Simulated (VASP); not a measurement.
# Cd3Hg2Se5 (I-4m2) in VASP: further runs

The runs below take Cd3Hg2Se5 through single point, with PBE.

All numbers are computed with VASP 6.6.1; they aren't measurements. Logs are shortened: lines on timing, memory, paths and dates and some standing lists are left out, and cuts for length are marked.

### 1 The cell of the first run

It takes space group I-4m2 (No. 119, tetragonal). Conventional cell: a = 4.229 Å, b = 4.229 Å, c = 29.902 Å, α = 90.00°, β = 90.00°, γ = 90.00°. Within 3.4 Å of Cd (site symmetry 2mm) lie 4 Se at 2.59 Å. Within 3.4 Å of Cd (site symmetry -4m2) lie 4 Se at 2.59 Å. Hg (site symmetry 2mm) has 4 Se at 2.59 Å within 3.4 Å. Se (site symmetry 2mm) has 2 Hg at 2.59 Å and 2 Cd at 2.59 Å within 3.4 Å. Se (site symmetry 2mm) has 4 Cd at 2.59 Å within 3.4 Å. Se (site symmetry -4m2) has 4 Hg at 2.59 Å within 3.4 Å.

### 2 Single point, PBE

INCAR reads:

```
PREC = Accurate
ENCUT = 520
EDIFF = 1E-6
ISMEAR = 0
SIGMA = 0.1
LREAL = F
LASPH = T
NELM = 80
ALGO = Normal
ISIF = 2
LWAVE = F
LCHARG = F
GGA = PE
NBANDS = 56
```

KPOINTS reads:

```
regular mesh
0
Gamma
  6 6 6
```

POSCAR reads:

```
Cd3Hg2Se5
1.0
   -2.1143584500      2.1143584500     14.9507720100
    2.1143584500     -2.1143584500     14.9507720100
    2.1143584500      2.1143584500    -14.9507720100
Cd Hg Se
3 2 5
Direct
    0.1000000000      0.1000000000      0.0000000000
    0.5000000000      0.5000000000      0.0000000000
    0.9000000000      0.9000000000      0.0000000000
    0.7000000000      0.7000000000      0.0000000000
    0.3000000000      0.3000000000      0.0000000000
    0.1500000000      0.6500000000      0.5000000000
    0.5500000000      0.0500000000      0.5000000000
    0.9500000000      0.4500000000      0.5000000000
    0.3500000000      0.8500000000      0.5000000000
    0.7500000000      0.2500000000      0.5000000000
```

Potentials or basis: VASP PAW PBE potentials, release 64 (Cd, Hg, Se).

Launch:

```sh
cat potpaw_PBE.64/Cd/POTCAR potpaw_PBE.64/Hg/POTCAR potpaw_PBE.64/Se/POTCAR > POTCAR
mpirun -np 1 vasp_std > vasp.out
```

OUTCAR:

```text
PREC = Accurate
   ENCUT = 520
   EDIFF = 1E-6
   ISMEAR = 0
   LREAL = F
   LASPH = T
   NELM = 80
   ISIF = 2
   GGA = PE

 ion  position               nearest neighbor table
   1  0.100  0.100  0.000-   6 2.59   6 2.59   7 2.59   7 2.59
   2  0.500  0.500  0.000-   7 2.59   8 2.59   7 2.59   8 2.59
   3  0.900  0.900  0.000-   9 2.59   9 2.59   8 2.59   8 2.59
   4  0.700  0.700  0.000-  10 2.59  10 2.59   6 2.59   6 2.59
   5  0.300  0.300  0.000-  10 2.59  10 2.59   9 2.59   9 2.59
   6  0.150  0.650  0.500-   1 2.59   1 2.59   4 2.59   4 2.59
   7  0.550  0.050  0.500-   2 2.59   2 2.59   1 2.59   1 2.59
   8  0.950  0.450  0.500-   2 2.59   2 2.59   3 2.59   3 2.59
   9  0.350  0.850  0.500-   3 2.59   3 2.59   5 2.59   5 2.59
  10  0.750  0.250  0.500-   5 2.59   4 2.59   5 2.59   4 2.59

  LATTYP: Found a body centered tetragonal cell.
 ALAT       =     4.2287169000
 C/A-ratio  =     7.0710678267

  Lattice vectors:

 A1 = (  -2.1143584500,   2.1143584500,  14.9507720100)
 A2 = (   2.1143584500,  -2.1143584500,  14.9507720100)
 A3 = (   2.1143584500,   2.1143584500, -14.9507720100)

Analysis of symmetry for initial positions (statically):
=====================================================================
 Subroutine PRICEL returns:
 Original cell was already a primitive cell.

 Routine SETGRP: Setting up the symmetry group for a
 body centered tetragonal supercell.

 Subroutine GETGRP returns: Found  8 space group operations
 (whereof  8 operations were pure point group operations)
 out of a pool of 16 trial point group operations.

The static configuration has the point symmetry D_2d.

Analysis of symmetry for dynamics (positions and initial velocities):
=====================================================================
 Subroutine PRICEL returns:
 Original cell was already a primitive cell.

 Routine SETGRP: Setting up the symmetry group for a
 body centered tetragonal supercell.

 Subroutine GETGRP returns: Found  8 space group operations
 (whereof  8 operations were pure point group operations)
 out of a pool of 16 trial point group operations.

The dynamic configuration has the point symmetry D_2d.

 Subroutine INISYM returns: Found  8 space group operations
 (whereof  8 operations are pure point group operations),
 and found     1 'primitive' translations

----------------------------------------------------------------------------------------

                                     Primitive cell

  volume of cell :     267.3504

  direct lattice vectors                    reciprocal lattice vectors
    -2.114358450  2.114358450 14.950772010     0.000000000  0.236478351  0.033443089
     2.114358450 -2.114358450 14.950772010     0.236478351  0.000000000  0.033443089
     2.114358450  2.114358450-14.950772010     0.236478351  0.236478351  0.000000000

  length of vectors
    15.246855643 15.246855643 15.246855643     0.238831428  0.238831428  0.334430891

  position of ions in fractional coordinates (direct lattice)
     0.100000000  0.100000000  0.000000000
     0.500000000  0.500000000  0.000000000
     0.900000000  0.900000000  0.000000000
     0.700000000  0.700000000  0.000000000
     0.300000000  0.300000000  0.000000000
     0.150000000  0.650000000  0.500000000
     0.550000000  0.050000000  0.500000000
     0.950000000  0.450000000  0.500000000
     0.350000000  0.850000000  0.500000000
     0.750000000  0.250000000  0.500000000

  ion indices of the primitive-cell ions
   primitive index   ion index
                 1           1
                 2           2
                 3           3
                 4           4
                 5           5
                 6           6
                 7           7
                 8           8
                 9           9
                10          10

----------------------------------------------------------------------------------------

 KPOINTS: regular mesh

Automatic generation of k-mesh.
 Grid dimensions read from file:
 generate k-points for:    6    6    6

 Generating k-lattice:

  Cartesian coordinates                     Fractional coordinates (reciprocal lattice)
     0.000000000  0.039413059  0.005573848     0.166666667 -0.000000000  0.000000000
     0.039413059  0.000000000  0.005573848    -0.000000000  0.166666667  0.000000000
     0.039413059  0.039413059  0.000000000     0.000000000  0.000000000  0.166666667

  Length of vectors
     0.039805238  0.039805238  0.055738482

  Shift w.r.t. Gamma in fractional coordinates (k-lattice)
     0.000000000  0.000000000  0.000000000

 Subroutine IBZKPT returns following result:
 ===========================================

 Found     30 irreducible k-points:

 Following reciprocal coordinates:
            Coordinates               Weight
  0.000000  0.000000  0.000000      1.000000
  0.166667  0.000000  0.000000      8.000000
  0.333333  0.000000 -0.000000      8.000000
  0.500000  0.000000  0.000000      4.000000
  0.166667  0.166667 -0.000000      8.000000
  0.333333  0.166667 -0.000000     16.000000
[... 16 lines left out ...]
 -0.333333 -0.333333  0.166667      8.000000
 -0.166667 -0.333333  0.166667      8.000000
 [... further k-points ...]
   k-points           NKPTS =     30   k-points in BZ     NKDIM =     30   number of bands    NBANDS=     56
   number of dos      NEDOS =    301   number of ions     NIONS =     10
   total plane-waves  NPLWV = ******
   dimension x,y,z NGX =   120 NGY =  120 NGZ =  120
   dimension x,y,z NGXF=   240 NGYF=  240 NGZF=  240
   ions per type =               3   2   5
   NGX,Y,Z   is equivalent  to a cutoff of  13.08, 13.08, 13.08 a.u.
   NGXF,Y,Z  is equivalent  to a cutoff of  26.17, 26.17, 26.17 a.u.
 SYSTEM =  unknown system
   PREC   = accura    normal or accurate (medium, high low for compatibility)
   ISTART =      0    job   : 0-new  1-cont  2-samecut
   ICHARG =      2    charge: 1-file 2-atom 10-const
   ISPIN  =      1    spin polarized calculation?
   LNONCOLLINEAR =      F non collinear calculations
   LSORBIT =      F    spin-orbit coupling
   LASPH  =      T    aspherical Exc in radial PAW
   ENCUT  =  520.0 eV  38.22 Ry    6.18 a.u.  28.35 28.35 28.35*2*pi/ulx,y,z
   NELM   =     80;   NELMIN=  2; NELMDL= -5     # of ELM steps
   EDIFF  = 0.1E-05   stopping-criterion for ELM
   LREAL  =      F    real-space projection
   EDIFFG = 0.1E-04   stopping-criterion for IOM
   NSW    =      0    number of steps for IOM
   IBRION =     -1    ionic relax: 0-MD 1-quasi-New 2-CG
   NFREE  =      0    steps in history (QN), initial steepest desc. (CG)
   ISIF   =      2    stress and relaxation
   ISYM   =      2    0-nonsym 1-usesym 2-fastsym
   POTIM  = 0.5000    time-step for ionic-motion
   TEBEG  =    0.0;   TEEND  =   0.0 temperature during run
   PSTRESS=    0.0 pullay stress
   NELECT =      90.0000    total number of electrons
   NUPDOWN=      -1.0000    fix difference up-down
   EMIN   =  10.00;   EMAX   =-10.00  energy-range for DOS
   EFERMI =   0.00;   METHOD = LEGACY
   ISMEAR =     0;   SIGMA  =   0.10  broadening in eV -4-tet -1-fermi 0-gaus
   EFERMI_NEDOS =   21; number of points for ismear=-14 and -15
   IALGO  =     38    algorithm
   IMIX   =      4    mixing-type and parameters
     AMIX     =   0.40;   BMIX     =  1.00
     AMIX_MAG =   1.60;   BMIX_MAG =  1.00
  volume/ion in A,a.u.               =      26.74       180.42
  Fermi-wavevector in a.u.,A,eV,Ry     =   1.138838  2.152092 17.646112  1.296953
  Thomas-Fermi vector in A             =   2.275542
   LORBIT       =      0    0 simple, 1 ext, 2 COOP (PROOUT), +10 PAW based schemes
   GGA     = PE    functional components
   LHFCALC =     F    Hartree Fock is set to
   AEXX    =    0.0000 exact exchange contribution
   IVDW    =     0    specifies the selected vdW correction
   LEPSILON=     F    determine dielectric tensor
   LRPA    =     F    only Hartree local field effects (RPA)
 non-spin polarized calculation
 Gauss-broadening in eV      SIGMA  =   0.10
  energy-cutoff  :      520.00
  volume of cell :      267.35
 maximum number of plane-waves:      7231
 NGX is ok and might be reduce to   120
   NGX = 57   NGY = 57   NGZ = 57

 number of electron      90.0000007 magnetization

 Free energy of the ion-electron system (eV)
  ---------------------------------------------------
  ext. energy  EPLUGINS =         0.00000000
  ---------------------------------------------------
  free energy    TOTEN  =       -23.91544529 eV

  energy without entropy =      -23.91428060  energy(sigma->0) =      -23.91486294

 E-fermi :   1.8548     XC(G=0):  -9.1871

 val. band max:        1.7984003955   @ k =   0.0000   0.0000   0.0000
 cond. band min:       2.1783818435   @ k =  -0.1667  -0.1667   0.1667
 fundamental gap:      0.3799814480
 Fermi energy:         1.8548312330

 k-point     1 :       0.0000    0.0000    0.0000
  band No.  band energies     occupation
      1     -11.6448      2.00000
      2     -11.3351      2.00000
      3     -11.3028      2.00000
      4     -11.0303      2.00000
      5     -10.9358      2.00000
      6      -6.5909      2.00000
[... 48 lines left out ...]
     55       7.4447      0.00000
     56       7.4460      0.00000

 k-point     2 :       0.1667    0.0000    0.0000
  band No.  band energies     occupation
      1     -11.5669      2.00000
      2     -11.2947      2.00000
      3     -11.2393      2.00000
      4     -11.0275      2.00000
      5     -10.9271      2.00000
      6      -6.5771      2.00000
[... 48 lines left out ...]
     55       7.1096      0.00000
     56       7.6325      0.00000

 k-point     3 :       0.3333    0.0000   -0.0000
  band No.  band energies     occupation
      1     -11.3852      2.00000
      2     -11.1877      2.00000
      3     -11.1284      2.00000
      4     -11.0278      2.00000
      5     -10.9314      2.00000
      6      -6.5418      2.00000
[... 1172 lines left out ...]
 k-point    23 :      -0.3333   -0.3333    0.1667
  band No.  band energies     occupation
      1     -11.4912      2.00000
      2     -11.2775      2.00000
      3     -11.1358      2.00000
      4     -11.0508      2.00000
      5     -10.9076      2.00000
      6      -6.5466      2.00000
[... 48 lines left out ...]
     55       6.9593      0.00000
     56       7.8060      0.00000

 k-point    24 :      -0.1667   -0.3333    0.1667
  band No.  band energies     occupation
      1     -11.5646      2.00000
      2     -11.3249      2.00000
      3     -11.1942      2.00000
      4     -11.0536      2.00000
      5     -10.9183      2.00000
      6      -6.5771      2.00000
[... 48 lines left out ...]
     55       7.1688      0.00000
     56       7.6906      0.00000

 [... further k-points ...]

------------------------ aborting loop because EDIFF is reached ----------------------------------------

  FORCE on cell =-STRESS in cart. coord.  units (eV):
  Direction    XX          YY          ZZ          XY          YZ          ZX
  --------------------------------------------------------------------------------------
  -------------------------------------------------------------------------------------
  Total       12.3441572     12.3441572     12.2133676      0.0000000      0.0000000      0.0000000
  in kB       73.9760578     73.9760578     73.1922622      0.0000000      0.0000000      0.0000000
  external PRESSURE =      73.7147926 kB  Pullay stress =       0.0000000 kB

 VOLUME and BASIS-vectors are now :
 -----------------------------------------------------------------------------
  energy-cutoff  :      520.00
  volume of cell :      267.35
      direct lattice vectors                 reciprocal lattice vectors
    -2.114358450  2.114358450 14.950772010     0.000000000  0.236478351  0.033443089
     2.114358450 -2.114358450 14.950772010     0.236478351  0.000000000  0.033443089
     2.114358450  2.114358450-14.950772010     0.236478351  0.236478351  0.000000000

 POSITION                                       TOTAL-FORCE (eV/Angst)
 -----------------------------------------------------------------------------------
      0.00000      0.00000      2.99015        -0.000000     -0.000000     -0.005663
      0.00000      0.00000     14.95077        -0.000000     -0.000000      0.000000
      0.00000      0.00000     26.91139        -0.000000     -0.000000      0.005663
      0.00000      0.00000     20.93108        -0.000000     -0.000000     -0.002342
      0.00000      0.00000      8.97046        -0.000000     -0.000000      0.002342
      2.11436      0.00000      4.48523        -0.000000      0.000000     -0.224753
      0.00000      2.11436      1.49508        -0.000000     -0.000000      0.002094
      0.00000      2.11436     13.45569        -0.000000     -0.000000     -0.002094
      2.11436      0.00000     10.46554         0.000000      0.000000      0.224753
      0.00000      2.11436      7.47539        -0.000000     -0.000000     -0.000000
 -----------------------------------------------------------------------------------
    total drift:                                0.000001     -0.000001      0.000000

  FREE ENERGIE OF THE ION-ELECTRON SYSTEM (eV)
  ---------------------------------------------------
  free  energy   TOTEN  =       -23.9154452871 eV

  energy  without entropy=      -23.9142805969  energy(sigma->0) =      -23.91486294
```

Run time: 64 min. Hardware: 1 thread of Intel Xeon 6975P-C (Granite Rapids), shared host; peak memory 2.6 GiB.

Results:

| Property | Result |
| --- | --- |
| Free energy | -23.9154 eV |
| Pressure | 7.4 GPa |
| Largest force | 0.225 eV/Å |
| Band gap on the k mesh | 0.02 eV |

Forces in eV/Å, atoms in the order of the input:
```
Cd   0.000  0.000 -0.006
Cd   0.000  0.000  0.000
Cd   0.000  0.000  0.006
Hg   0.000  0.000 -0.002
Hg   0.000  0.000  0.002
Se   0.000  0.000 -0.225
Se   0.000  0.000  0.002
Se   0.000  0.000 -0.002
Se   0.000  0.000  0.225
Se   0.000  0.000  0.000
```

Stress tensor (GPa, compression positive):
```
7.40 0.00 0.00
0.00 7.40 0.00
0.00 0.00 7.32
```

Levels at points of the mesh, in eV from the valence-band top:
```csv
k point,band 42,band 43,band 44,band 45,band 46,band 47,band 48,band 49
"(0.00, 0.00, 0.00)",-0.96,-0.04,0.00,0.00,0.02,2.47,2.50,2.93
"(0.50, 0.00, 0.00)",-1.08,-0.97,-0.83,-0.80,1.74,2.06,2.62,3.20
"(0.50, 0.50, 0.00)",-2.37,-2.36,-2.29,-2.27,2.90,3.20,3.30,3.42
"(0.50, 0.50, 0.50)",-0.50,-0.50,-0.14,-0.14,1.06,1.49,2.89,3.07
```

Caveat: the cell stands under pressure; the smearing spreads over this small gap; spin-orbit coupling is left out, which moves the levels of the heavy elements. A k mesh can miss the band edges.

### 3 Single point, PBE

This run uses another cell than the first one, of 30.25 Å³/atom.

INCAR reads:

```
  ALGO = Normal
  EDIFF = 1E-6
  ENCUT = 520
  GGA = PE
  ISIF = 2
  ISMEAR = 0
  LASPH = True
  LCHARG = True
  LELF = True
  LREAL = False
  LVHAR = True
  LWAVE = False
  NBANDS = 56
  NELM = 80
  PREC = Accurate
  SIGMA = 0.1
```

KPOINTS reads:

```
k-points
0
Gamma
  6 6 6
```

POSCAR reads:

```
Cd3Hg2Se5
1.0
   -2.2049431394      2.2049431394     15.5558096760
    2.2049431394     -2.2049431394     15.5558096760
    2.2049431394      2.2049431394    -15.5558096760
Cd Hg Se
3 2 5
Direct
    0.0990169929      0.0990169929      0.0000000000
    0.5000000000      0.5000000000      0.0000000000
    0.9009830071      0.9009830071      0.0000000000
    0.6992820644      0.6992820644      0.0000000000
    0.3007179356      0.3007179356      0.0000000000
    0.1484167773      0.6484167773      0.5000000000
    0.5494996775      0.0494996775      0.5000000000
    0.9505003225      0.4505003225      0.5000000000
    0.3515832227      0.8515832227      0.5000000000
    0.7500000000      0.2500000000      0.5000000000
```

Potentials or basis: VASP PAW PBE potentials, release 64 (Cd, Hg, Se).

Launch:

```sh
cat potpaw_PBE.64/Cd/POTCAR potpaw_PBE.64/Hg/POTCAR potpaw_PBE.64/Se/POTCAR > POTCAR
mpirun -np 1 vasp_std > vasp.out
```

Run time: 79 min. Hardware: 1 thread of Intel Xeon 6975P-C (Granite Rapids), shared host; peak memory 2.6 GiB.

The run converged. Its results:

| Item | Value |
| --- | --- |
| Free energy | -24.6484 eV |
| Pressure | 0.0 GPa |
| Largest force | 0.014 eV/Å |
| Band gap on the k mesh | zero (filled and empty bands touch) |

Forces in eV/Å, atoms in the order of the input:
```
Cd   0.000  0.000 -0.002
Cd   0.000  0.000  0.000
Cd   0.000  0.000  0.002
Hg   0.000  0.000 -0.003
Hg   0.000  0.000  0.003
Se   0.000  0.000  0.014
Se   0.000  0.000  0.001
Se   0.000  0.000 -0.001
Se   0.000  0.000 -0.014
Se   0.000  0.000  0.000
```

Levels at points of the mesh, in eV from the Fermi level:
```
           k point  band 41  band 42  band 43  band 44  band 45  band 46  band 47  band 48  band 49  band 50
(0.00, 0.00, 0.00)    -0.82    -0.82    -0.24    -0.11    -0.07    -0.07     2.11     2.13     3.07     3.12
(0.50, 0.00, 0.00)    -0.98    -0.95    -0.83    -0.70    -0.67     1.55     1.80     2.41     2.88     3.04
(0.50, 0.50, 0.00)    -1.97    -1.97    -1.95    -1.88    -1.86     2.91     3.02     3.10     3.47     3.65
(0.50, 0.50, 0.50)    -1.04    -0.45    -0.45    -0.18    -0.18     0.80     1.21     2.73     3.02     3.08
```

Caveat: semilocal functionals underestimate gaps, and a narrow one can read as zero; spin-orbit coupling is left out, which moves the levels of the heavy elements.

The gap in the log of VASP goes by the Fermi energy; the results here count the filled bands.